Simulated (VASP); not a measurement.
# AlPt (Pm-3m) in VASP: further runs

The runs below take AlPt through single point, with r2SCAN.

Everything below comes from runs of VASP 6.6.1. Logs are shortened: lines on timing, memory, paths and dates and some standing lists are left out, and cuts for length are marked.

**1. The cell of the first run**

It takes space group Pm-3m (No. 221, cubic). The conventional cell has a = 3.092 Å, b = 3.092 Å, c = 3.092 Å, α = 90.00°, β = 90.00°, γ = 90.00°. Within 3.5 Å of Al (site symmetry m-3m) lie 8 Pt at 2.68 Å and 6 Al at 3.09 Å. Within 3.5 Å of Pt (site symmetry m-3m) lie 8 Al at 2.68 Å and 6 Pt at 3.09 Å.

**2. Single point, r2SCAN, collinear spin**

Contents of POSCAR:

```
AlPt
1.0
    3.0915460000      0.0000000000      0.0000000000
    0.0000000000      3.0915460000      0.0000000000
    0.0000000000      0.0000000000      3.0915460000
Al Pt
1 1
Direct
    0.0000000000      0.0000000000      0.0000000000
    0.5000000000      0.5000000000      0.5000000000
```

Contents of INCAR.step1:

```
  PREC = Accurate
  ENCUT = 520
  ISMEAR = -1
  SIGMA = 0.05
  LREAL = F
  LASPH = T
  NELM = 150
  ISPIN = 2
  MAGMOM = 0 0.5
  NUPDOWN = 0.5
  LMAXMIX = 4
  NBANDS = 18
  GGA = PE
  ALGO = Normal
  EDIFF = 1E-4
  LWAVE = T
  LCHARG = F
```

Contents of INCAR.step2:

```
  PREC = Accurate
  ENCUT = 520
  EDIFF = 1E-7
  ISMEAR = -1
  SIGMA = 0.05
  LREAL = F
  LASPH = T
  NELM = 150
  ALGO = Normal
  ISIF = 2
  LWAVE = F
  LCHARG = F
  ISPIN = 2
  MAGMOM = 0 0.5
  LORBIT = 11
  NUPDOWN = 0.5
  LMAXMIX = 4
  METAGGA = R2SCAN
  LMIXTAU = T
  NBANDS = 18
  ISTART = 1
```

Contents of KPOINTS:

```
regular mesh
0
Gamma
  11 11 11
```

Potentials or basis: VASP PAW PBE potentials, release 64 (Al, Pt).

The run is started by

```console
$ cat potpaw_PBE.64/Al/POTCAR potpaw_PBE.64/Pt/POTCAR > POTCAR
$ cp INCAR.step1 INCAR
$ mpirun -np 1 vasp_std > vasp.out
$ cp INCAR.step2 INCAR
$ mpirun -np 1 vasp_std > vasp.out
```

OUTCAR:

```text
PREC = Accurate
   ENCUT = 520
   EDIFF = 1E-7
   ISMEAR = -1
   LREAL = F
   LASPH = T
   NELM = 150
   ISIF = 2
   ISPIN = 2
   LORBIT = 11
   NUPDOWN = 0.5
   METAGGA = R2SCAN
   ISTART = 1

 ion  position               nearest neighbor table
   1  0.000  0.000  0.000-   2 2.68   2 2.68   2 2.68   2 2.68   2 2.68   2 2.68   2 2.68   2 2.68

   2  0.500  0.500  0.500-   1 2.68   1 2.68   1 2.68   1 2.68   1 2.68   1 2.68   1 2.68   1 2.68

  LATTYP: Found a simple cubic cell.
 ALAT       =     3.0915460000

  Lattice vectors:

 A1 = (   3.0915460000,   0.0000000000,   0.0000000000)
 A2 = (   0.0000000000,   3.0915460000,   0.0000000000)
 A3 = (   0.0000000000,   0.0000000000,   3.0915460000)

Analysis of symmetry for initial positions (statically):
=====================================================================
 Subroutine PRICEL returns:
 Original cell was already a primitive cell.

 Routine SETGRP: Setting up the symmetry group for a
 simple cubic supercell.

 Subroutine GETGRP returns: Found 48 space group operations
 (whereof 48 operations were pure point group operations)
 out of a pool of 48 trial point group operations.

The static configuration has the point symmetry O_h .

Analysis of symmetry for dynamics (positions and initial velocities):
=====================================================================
 Subroutine PRICEL returns:
 Original cell was already a primitive cell.

 Routine SETGRP: Setting up the symmetry group for a
 simple cubic supercell.

 Subroutine GETGRP returns: Found 48 space group operations
 (whereof 48 operations were pure point group operations)
 out of a pool of 48 trial point group operations.

The dynamic configuration has the point symmetry O_h .

Analysis of structural, dynamic, and magnetic symmetry:
=====================================================================
 Subroutine PRICEL returns:
 Original cell was already a primitive cell.

 Routine SETGRP: Setting up the symmetry group for a
 simple cubic supercell.

 Subroutine GETGRP returns: Found 48 space group operations
 (whereof 48 operations were pure point group operations)
 out of a pool of 48 trial point group operations.

The overall configuration has the point symmetry O_h .

 Subroutine INISYM returns: Found 48 space group operations
 (whereof 48 operations are pure point group operations),
 and found     1 'primitive' translations

----------------------------------------------------------------------------------------

                                     Primitive cell

  volume of cell :      29.5479

  direct lattice vectors                    reciprocal lattice vectors
     3.091546000  0.000000000  0.000000000     0.323462759  0.000000000  0.000000000
     0.000000000  3.091546000  0.000000000     0.000000000  0.323462759  0.000000000
     0.000000000  0.000000000  3.091546000     0.000000000  0.000000000  0.323462759

  length of vectors
     3.091546000  3.091546000  3.091546000     0.323462759  0.323462759  0.323462759

  position of ions in fractional coordinates (direct lattice)
     0.000000000  0.000000000  0.000000000
     0.500000000  0.500000000  0.500000000

  ion indices of the primitive-cell ions
   primitive index   ion index
                 1           1
                 2           2

----------------------------------------------------------------------------------------

 KPOINTS: regular mesh

Automatic generation of k-mesh.
 Grid dimensions read from file:
 generate k-points for:   11   11   11

 Generating k-lattice:

  Cartesian coordinates                     Fractional coordinates (reciprocal lattice)
     0.029405705  0.000000000  0.000000000     0.090909091  0.000000000  0.000000000
     0.000000000  0.029405705  0.000000000     0.000000000  0.090909091  0.000000000
     0.000000000  0.000000000  0.029405705     0.000000000  0.000000000  0.090909091

  Length of vectors
     0.029405705  0.029405705  0.029405705

  Shift w.r.t. Gamma in fractional coordinates (k-lattice)
     0.000000000  0.000000000  0.000000000

 Subroutine IBZKPT returns following result:
 ===========================================

 Found     56 irreducible k-points:

 Following reciprocal coordinates:
            Coordinates               Weight
  0.000000  0.000000  0.000000      1.000000
  0.090909  0.000000  0.000000      6.000000
  0.181818  0.000000  0.000000      6.000000
  0.272727  0.000000  0.000000      6.000000
  0.363636  0.000000  0.000000      6.000000
  0.454545  0.000000  0.000000      6.000000
[... 16 lines left out ...]
  0.181818  0.090909  0.090909     24.000000
  0.272727  0.090909  0.090909     24.000000
 [... further k-points ...]
   k-points           NKPTS =     56   k-points in BZ     NKDIM =     56   number of bands    NBANDS=     18
   number of dos      NEDOS =    301   number of ions     NIONS =      2
   total plane-waves  NPLWV =  13824
   dimension x,y,z NGX =    24 NGY =   24 NGZ =   24
   dimension x,y,z NGXF=    48 NGYF=   48 NGZF=   48
   ions per type =               1   1
   NGX,Y,Z   is equivalent  to a cutoff of  12.91, 12.91, 12.91 a.u.
   NGXF,Y,Z  is equivalent  to a cutoff of  25.81, 25.81, 25.81 a.u.
 SYSTEM =  unknown system
   PREC   = accura    normal or accurate (medium, high low for compatibility)
   ISTART =      1    job   : 0-new  1-cont  2-samecut
   ICHARG =      0    charge: 1-file 2-atom 10-const
   ISPIN  =      2    spin polarized calculation?
   LNONCOLLINEAR =      F non collinear calculations
   LSORBIT =      F    spin-orbit coupling
   LASPH  =      T    aspherical Exc in radial PAW
   ENCUT  =  520.0 eV  38.22 Ry    6.18 a.u.   5.75  5.75  5.75*2*pi/ulx,y,z
   NELM   =    150;   NELMIN=  2; NELMDL=  0     # of ELM steps
   EDIFF  = 0.1E-06   stopping-criterion for ELM
   LREAL  =      F    real-space projection
   EDIFFG = 0.1E-05   stopping-criterion for IOM
   NSW    =      0    number of steps for IOM
   IBRION =     -1    ionic relax: 0-MD 1-quasi-New 2-CG
   NFREE  =      0    steps in history (QN), initial steepest desc. (CG)
   ISIF   =      2    stress and relaxation
   ISYM   =      2    0-nonsym 1-usesym 2-fastsym
   POTIM  = 0.5000    time-step for ionic-motion
   TEBEG  =    0.0;   TEEND  =   0.0 temperature during run
   PSTRESS=    0.0 pullay stress
   NELECT =      13.0000    total number of electrons
   NUPDOWN=       0.5000    fix difference up-down
   EMIN   =  10.00;   EMAX   =-10.00  energy-range for DOS
   EFERMI =   0.00;   METHOD = LEGACY
   ISMEAR =    -1;   SIGMA  =   0.05  broadening in eV -4-tet -1-fermi 0-gaus
   EFERMI_NEDOS =   21; number of points for ismear=-14 and -15
   IALGO  =     38    algorithm
   IMIX   =      4    mixing-type and parameters
     AMIX     =   0.40;   BMIX     =  1.00
     AMIX_MAG =   1.60;   BMIX_MAG =  1.00
  volume/ion in A,a.u.               =      14.77        99.70
  Fermi-wavevector in a.u.,A,eV,Ry     =   1.245127  2.352948 21.093665  1.550341
  Thomas-Fermi vector in A             =   2.379363
   LORBIT       =     11    0 simple, 1 ext, 2 COOP (PROOUT), +10 PAW based schemes
   METAGGA = R2SCAN    functional components
   LHFCALC =     F    Hartree Fock is set to
   AEXX    =    0.0000 exact exchange contribution
   IVDW    =     0    specifies the selected vdW correction
   LEPSILON=     F    determine dielectric tensor
   LRPA    =     F    only Hartree local field effects (RPA)
 spin polarized calculation
  energy-cutoff  :      520.00
  volume of cell :       29.55
 maximum number of plane-waves:       812
 NGX is ok and might be reduce to    24
   NGX = 11   NGY = 11   NGZ = 11

 number of electron      12.9999997 magnetization       0.5000000

 Free energy of the ion-electron system (eV)
  ---------------------------------------------------
  ext. energy  EPLUGINS =         0.00000000
  ---------------------------------------------------
  free energy    TOTEN  =       -60.06290762 eV

  energy without entropy =      -60.05737090  energy(sigma->0) =      -60.06013926

 E-fermi :  10.1352     XC(G=0): -13.1337

 val. band max:       11.3877975349   @ k =   0.4545   0.3636   0.3636
 cond. band min:      10.1913081795   @ k =   0.4545   0.2727   0.1818
 fundamental gap:     -1.1964893554
 Fermi energy:        11.4546724237

 spin component 1

 k-point     1 :       0.0000    0.0000    0.0000
  band No.  band energies     occupation
      1      -1.6144      1.00000
      2       4.5851      1.00000
      3       4.5851      1.00000
      4       7.7458      1.00000
      5       7.7458      1.00000
      6       7.7458      1.00000
[... 10 lines left out ...]
     17      30.7999      0.00000
     18      30.7999      0.00000
[... 463 lines left out ...]
 k-point    24 :       0.2727    0.0909    0.0909
  band No.  band energies     occupation
      1       0.0553      1.00000
      2       4.8172      1.00000
      3       5.0320      1.00000
      4       6.6441      1.00000
      5       6.7111      1.00000
      6       7.5824      1.00000
[... 10 lines left out ...]
     17      30.2588      0.00000
     18      33.6350      0.00000

 [... further k-points ...]

 spin component 2

 k-point     1 :       0.0000    0.0000    0.0000
  band No.  band energies     occupation
      1      -1.3729      1.00000
      2       4.9116      1.00000
      3       4.9116      1.00000
      4       7.9044      1.00000
      5       7.9044      1.00000
      6       7.9044      1.00000
[... 10 lines left out ...]
     17      31.0531      0.00000
     18      31.0531      0.00000
[... 463 lines left out ...]
 k-point    24 :       0.2727    0.0909    0.0909
  band No.  band energies     occupation
      1       0.2956      1.00000
      2       5.1113      1.00000
      3       5.3620      1.00000
      4       6.8219      1.00000
      5       6.8998      1.00000
      6       7.7429      1.00000
[... 10 lines left out ...]
     17      30.4633      0.00000
     18      33.7973      0.00000

 [... further k-points ...]
[... 5 lines left out ...]
  --------------------------------------------------------------------------------------
  -------------------------------------------------------------------------------------
  Total       -0.8290697     -0.8290697     -0.8290697     -0.0000000     -0.0000000      0.0000000
  in kB      -44.9546383    -44.9546383    -44.9546383     -0.0000000     -0.0000000      0.0000000
  external PRESSURE =     -44.9546383 kB  Pullay stress =       0.0000000 kB

 VOLUME and BASIS-vectors are now :
 -----------------------------------------------------------------------------
  energy-cutoff  :      520.00
  volume of cell :       29.55
      direct lattice vectors                 reciprocal lattice vectors
     3.091546000  0.000000000  0.000000000     0.323462759  0.000000000  0.000000000
     0.000000000  3.091546000  0.000000000     0.000000000  0.323462759  0.000000000
     0.000000000  0.000000000  3.091546000     0.000000000  0.000000000  0.323462759

 POSITION                                       TOTAL-FORCE (eV/Angst)
 -----------------------------------------------------------------------------------
      0.00000      0.00000      0.00000         0.000000      0.000000      0.000000
      1.54577      1.54577      1.54577         0.000000      0.000000      0.000000
 -----------------------------------------------------------------------------------
    total drift:                                0.000000     -0.000000     -0.000000

  FREE ENERGIE OF THE ION-ELECTRON SYSTEM (eV)
  ---------------------------------------------------
  free  energy   TOTEN  =       -60.0629076204 eV

  energy  without entropy=      -60.0573708977  energy(sigma->0) =      -60.06013926

 total charge

# of ion       s       p       d       tot
------------------------------------------
    1        0.345   0.375   0.000   0.720
    2        0.677   0.611   8.176   9.464
--------------------------------------------------
tot          1.022   0.986   8.176  10.185

 magnetization (x)

# of ion       s       p       d       tot
------------------------------------------
    1        0.015   0.033   0.000   0.048
    2        0.034   0.055   0.248   0.338
--------------------------------------------------
tot          0.049   0.089   0.248   0.386
```

Wall time 2.3 min (1 thread of Intel Xeon 8259CL, shared host); peak memory 0.19 GiB.

Results:

- Free energy: -60.0629 eV
- Pressure: -4.5 GPa
- Net moment: 0.50 μB per cell
- Site moments: Al +0.05; Pt +0.34 μB
- Valence electrons inside the program's atomic spheres: Al 0.72; Pt 9.46

Caveat: the cell stands under tension; the PAW data sets were made with another functional, which shifts forces and pressure a little; spin-orbit coupling is left out, which moves the levels of the heavy elements; the total moment is fixed, so each spin has its own Fermi level and the state may be an excited one.

[end of part 1 of 2]
